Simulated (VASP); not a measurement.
# Na (Im-3m) in VASP: a series of runs

Aim: see how the results for Na move with the level of theory and the settings. Levels: LDA, PBE. Tasks: single point.

Program: VASP 6.6.1. These are calculated values, not measurements. Logs are shortened: lines on timing, memory, paths and dates and some standing lists are left out, and cuts for length are marked.

### 1 The cell of the first run

Symmetry: Im-3m, No. 229, cubic system. Conventional cell: a = 4.208 Å, b = 4.208 Å, c = 4.208 Å, α = 90.00°, β = 90.00°, γ = 90.00°. Na (site symmetry m-3m) has 14 Na at 3.64 to 4.21 Å within 4.8 Å.

### 2 Single point, LDA, collinear spin, zero start

INCAR reads:

```
PREC     = Accurate       # precision mode
ENCUT    = 520            # plane-wave cutoff, eV
EDIFF    = 1E-6           # SCF threshold, eV
ISMEAR   = 0              # smearing method
SIGMA    = 0.1            # smearing width, eV
LREAL    = False          # projectors in reciprocal space
LASPH    = True           # aspherical terms in the spheres
NELM     = 150            # most SCF steps
ALGO     = Normal         # electronic algorithm
ISIF     = 2              # what is computed and relaxed
LWAVE    = False          # write WAVECAR
LCHARG   = False          # write CHGCAR
ISPIN    = 2              # spin polarisation
MAGMOM   = 0              # initial moments
LORBIT   = 11             # projections on sites
GGA      = CA             # functional
NBANDS   = 14             # bands
ISYM     = 0
```

KPOINTS reads:

```
Automatic mesh
0
Gamma
  5 6 6
```

POSCAR reads:

```
Na
1.0
   -2.1040267987      2.1040267987      2.1040267987
    2.1040267987     -2.1040267987      2.1040267987
    2.1040267987      2.1040267987     -2.1040267987
Na
1
Direct
    0.0000000000      0.1188197794      0.1188197794
```

Potentials or basis: VASP PAW LDA potentials, release 64 (Na_pv).

The run is started by

```console
$ cat potpaw_LDA.64/Na_pv/POTCAR > POTCAR
$ mpirun -np 1 vasp_std > vasp.out
```

OUTCAR:

```text
PREC = Accurate
   ENCUT = 520
   EDIFF = 1E-6
   ISMEAR = 0
   LREAL = False
   LASPH = True
   NELM = 150
   ISIF = 2
   ISPIN = 2
   LORBIT = 11
   GGA = CA
   ISYM = 0

 ion  position               nearest neighbor table
   1  0.000  0.119  0.119-

IMPORTANT INFORMATION: All symmetrisations will be switched off!
NOSYMM: (Re-)initialisation of all symmetry stuff for point group C_1.

----------------------------------------------------------------------------------------

                                     Primitive cell

  volume of cell :      37.2575

  direct lattice vectors                    reciprocal lattice vectors
    -2.104026799  2.104026799  2.104026799     0.000000000  0.237639559  0.237639559
     2.104026799 -2.104026799  2.104026799     0.237639559  0.000000000  0.237639559
     2.104026799  2.104026799 -2.104026799     0.237639559  0.237639559  0.000000000

  length of vectors
     3.644281316  3.644281316  3.644281316     0.336073087  0.336073087  0.336073087

  position of ions in fractional coordinates (direct lattice)
     0.000000000  0.118819779  0.118819779

  ion indices of the primitive-cell ions
   primitive index   ion index
                 1           1

----------------------------------------------------------------------------------------

 KPOINTS: Automatic mesh

Automatic generation of k-mesh.
 Grid dimensions read from file:
 generate k-points for:    5    6    6

 Generating k-lattice:

  Cartesian coordinates                     Fractional coordinates (reciprocal lattice)
     0.000000000  0.047527912  0.047527912     0.200000000  0.000000000  0.000000000
     0.039606593  0.000000000  0.039606593     0.000000000  0.166666667  0.000000000
     0.039606593  0.039606593  0.000000000     0.000000000  0.000000000  0.166666667

  Length of vectors
     0.067214617  0.056012181  0.056012181

  Shift w.r.t. Gamma in fractional coordinates (k-lattice)
     0.000000000  0.000000000  0.000000000

 -----------------------------------------------------------------------------
|                                                                             |
|           W    W    AA    RRRRR   N    N  II  N    N   GGGG   !!!           |
|           W    W   A  A   R    R  NN   N  II  NN   N  G    G  !!!           |
|           W    W  A    A  R    R  N N  N  II  N N  N  G       !!!           |
|           W WW W  AAAAAA  RRRRR   N  N N  II  N  N N  G  GGG   !            |
|           WW  WW  A    A  R   R   N   NN  II  N   NN  G    G                |
|           W    W  A    A  R    R  N    N  II  N    N   GGGG   !!!           |
|                                                                             |
|     Your reciprocal lattice and k-lattice belong to different lattice       |
|     classes:                                                                |
|                                                                             |
|        The reciprocal lattice is face-centered cubic,                       |
|        whereas your k-lattice is base-centered monoclinic.                  |
|                                                                             |
|     Results are often still useful ...                                      |
|                                                                             |
 -----------------------------------------------------------------------------

 WARNING: IBZKPT: internal override: KBLOWUP is changed to .FALSE.
      ... skipping the blow-up phase ...

 Subroutine IBZKPT returns following result:
 ===========================================

 Found     92 irreducible k-points:

 Following reciprocal coordinates:
            Coordinates               Weight
  0.000000  0.000000  0.000000      1.000000
  0.200000  0.000000  0.000000      2.000000
  0.400000  0.000000  0.000000      2.000000
  0.000000  0.166667  0.000000      2.000000
  0.200000  0.166667  0.000000      2.000000
  0.400000  0.166667 -0.000000      2.000000
[... 16 lines left out ...]
  0.200000  0.166667  0.166667      2.000000
  0.400000  0.166667  0.166667      2.000000
 [... further k-points ...]
   k-points           NKPTS =     92   k-points in BZ     NKDIM =     92   number of bands    NBANDS=     14
   number of dos      NEDOS =    301   number of ions     NIONS =      1
   total plane-waves  NPLWV =  21952
   dimension x,y,z NGX =    28 NGY =   28 NGZ =   28
   dimension x,y,z NGXF=    56 NGYF=   56 NGZF=   56
   ions per type =               1
   NGX,Y,Z   is equivalent  to a cutoff of  12.77, 12.77, 12.77 a.u.
   NGXF,Y,Z  is equivalent  to a cutoff of  25.55, 25.55, 25.55 a.u.
 SYSTEM =  unknown system
   PREC   = accura    normal or accurate (medium, high low for compatibility)
   ISTART =      0    job   : 0-new  1-cont  2-samecut
   ICHARG =      2    charge: 1-file 2-atom 10-const
   ISPIN  =      2    spin polarized calculation?
   LNONCOLLINEAR =      F non collinear calculations
   LSORBIT =      F    spin-orbit coupling
   LASPH  =      T    aspherical Exc in radial PAW
   ENCUT  =  520.0 eV  38.22 Ry    6.18 a.u.   6.78  6.78  6.78*2*pi/ulx,y,z
   NELM   =    150;   NELMIN=  2; NELMDL= -5     # of ELM steps
   EDIFF  = 0.1E-05   stopping-criterion for ELM
   LREAL  =      F    real-space projection
   EDIFFG = 0.1E-04   stopping-criterion for IOM
   NSW    =      0    number of steps for IOM
   IBRION =     -1    ionic relax: 0-MD 1-quasi-New 2-CG
   NFREE  =      0    steps in history (QN), initial steepest desc. (CG)
   ISIF   =      2    stress and relaxation
   ISYM   =      0    0-nonsym 1-usesym 2-fastsym
   POTIM  = 0.5000    time-step for ionic-motion
   TEBEG  =    0.0;   TEEND  =   0.0 temperature during run
   PSTRESS=    0.0 pullay stress
   NELECT =       7.0000    total number of electrons
   NUPDOWN=      -1.0000    fix difference up-down
   EMIN   =  10.00;   EMAX   =-10.00  energy-range for DOS
   EFERMI =   0.00;   METHOD = LEGACY
   ISMEAR =     0;   SIGMA  =   0.10  broadening in eV -4-tet -1-fermi 0-gaus
   EFERMI_NEDOS =   21; number of points for ismear=-14 and -15
   IALGO  =     38    algorithm
   IMIX   =      4    mixing-type and parameters
     AMIX     =   0.40;   BMIX     =  1.00
     AMIX_MAG =   1.60;   BMIX_MAG =  1.00
  volume/ion in A,a.u.               =      37.26       251.43
  Fermi-wavevector in a.u.,A,eV,Ry     =   0.937640  1.771883 11.961824  0.879169
  Thomas-Fermi vector in A             =   2.064772
   LORBIT       =     11    0 simple, 1 ext, 2 COOP (PROOUT), +10 PAW based schemes
   GGA     = CA    functional components
   LHFCALC =     F    Hartree Fock is set to
   AEXX    =    0.0000 exact exchange contribution
   IVDW    =     0    specifies the selected vdW correction
   LEPSILON=     F    determine dielectric tensor
   LRPA    =     F    only Hartree local field effects (RPA)
 spin polarized calculation
 Gauss-broadening in eV      SIGMA  =   0.10
  energy-cutoff  :      520.00
  volume of cell :       37.26
 maximum number of plane-waves:      1012
   NGX = 13   NGY = 13   NGZ = 13

 number of electron       7.0000000 magnetization       0.0000020

 number of electron       7.0000000 magnetization      -0.0000014

 Free energy of the ion-electron system (eV)
  ---------------------------------------------------
  ext. energy  EPLUGINS =         0.00000000
  ---------------------------------------------------
  free energy    TOTEN  =        -1.43279325 eV

  energy without entropy =       -1.42697148  energy(sigma->0) =       -1.42988236

 E-fermi :   0.1448     XC(G=0):  -6.7142

 val. band max:        0.1112191912   @ k =   0.2000   0.5000  -0.0000
 cond. band min:       0.1838968326   @ k =  -0.0000   0.3333   0.1667
 fundamental gap:      0.0726776414
 Fermi energy:         0.1448449225

 spin component 1

 k-point     1 :       0.0000    0.0000    0.0000
  band No.  band energies     occupation
      1     -24.8032      1.00000
      2     -24.8031      1.00000
      3     -24.8021      1.00000
      4      -3.1254      1.00000
      5      11.7559      0.00000
      6      11.7562      0.00000
      7      11.7565      0.00000
      8      12.8528      0.00000
      9      12.8532      0.00000
     10      13.5034      0.00000
     11      13.5034      0.00000
     12      13.5039      0.00000
     13      13.5269      0.00000
     14      13.5270      0.00000
[... 375 lines left out ...]
 k-point    24 :       0.4000    0.1667    0.1667
  band No.  band energies     occupation
      1     -24.8295      1.00000
      2     -24.8171      1.00000
      3     -24.8115      1.00000
      4       0.9772      0.00000
      5       3.1312      0.00000
      6       4.4641      0.00000
      7       5.5063      0.00000
      8      15.1347      0.00000
      9      15.2538      0.00000
     10      16.5219      0.00000
     11      17.0537      0.00000
     12      18.2820      0.00000
     13      19.1954      0.00000
     14      19.6380      0.00000

 [... further k-points ...]

 spin component 2

 k-point     1 :       0.0000    0.0000    0.0000
  band No.  band energies     occupation
      1     -24.8032      1.00000
      2     -24.8031      1.00000
      3     -24.8021      1.00000
      4      -3.1254      1.00000
      5      11.7559      0.00000
      6      11.7562      0.00000
      7      11.7565      0.00000
      8      12.8528      0.00000
      9      12.8532      0.00000
     10      13.5034      0.00000
     11      13.5034      0.00000
     12      13.5039      0.00000
     13      13.5269      0.00000
     14      13.5271      0.00000
[... 375 lines left out ...]
 k-point    24 :       0.4000    0.1667    0.1667
  band No.  band energies     occupation
      1     -24.8295      1.00000
      2     -24.8171      1.00000
      3     -24.8115      1.00000
      4       0.9772      0.00000
      5       3.1312      0.00000
      6       4.4641      0.00000
      7       5.5063      0.00000
      8      15.1347      0.00000
      9      15.2538      0.00000
     10      16.5219      0.00000
     11      17.0537      0.00000
     12      18.2820      0.00000
     13      19.1954      0.00000
     14      19.6380      0.00000

 [... further k-points ...]

------------------------ aborting loop because EDIFF is reached ----------------------------------------

  FORCE on cell =-STRESS in cart. coord.  units (eV):
  Direction    XX          YY          ZZ          XY          YZ          ZX
  --------------------------------------------------------------------------------------
  -------------------------------------------------------------------------------------
  Total       -0.2557538     -0.1562607     -0.1562611     -0.0145407      0.0702202     -0.0145424
  in kB      -10.9981300     -6.7196501     -6.7196645     -0.6252895      3.0196647     -0.6253649
  external PRESSURE =      -8.1458148 kB  Pullay stress =       0.0000000 kB

 VOLUME and BASIS-vectors are now :
 -----------------------------------------------------------------------------
  energy-cutoff  :      520.00
  volume of cell :       37.26
      direct lattice vectors                 reciprocal lattice vectors
    -2.104026799  2.104026799  2.104026799     0.000000000  0.237639559  0.237639559
     2.104026799 -2.104026799  2.104026799     0.237639559  0.000000000  0.237639559
     2.104026799  2.104026799 -2.104026799     0.237639559  0.237639559  0.000000000

 POSITION                                       TOTAL-FORCE (eV/Angst)
 -----------------------------------------------------------------------------------
      0.50000      0.00000      0.00000        -0.000266      0.000004     -0.000001
 -----------------------------------------------------------------------------------
    total drift:                               -0.000266      0.000004     -0.000001

  FREE ENERGIE OF THE ION-ELECTRON SYSTEM (eV)
  ---------------------------------------------------
  free  energy   TOTEN  =        -1.4327932466 eV

  energy  without entropy=       -1.4269714827  energy(sigma->0) =       -1.42988236

 total charge

# of ion       s       p       d       tot
------------------------------------------
    1        0.102   5.962   0.000   6.063

 magnetization (x)

# of ion       s       p       d       tot
------------------------------------------
    1        0.000  -0.000   0.000  -0.000
```

Run time: 53 s. Hardware: 1 thread of AMD EPYC 7R43 (Zen 3), shared host; peak memory 0.15 GiB.

What came out:

| Item | Value |
| --- | --- |
| Free energy | -1.4328 eV |
| Pressure | -0.8 GPa |
| Net moment | 0.00 μB per cell |
| Valence electrons inside the program's atomic spheres | Na 6.06 |

Stress tensor (GPa, compression positive):
```
-1.10 -0.06 -0.06
-0.06 -0.67  0.30
-0.06  0.30 -0.67
```

Caveat: the k points lie up to 0.42 Å⁻¹ apart.

(Part 1 of 2 ends here.)
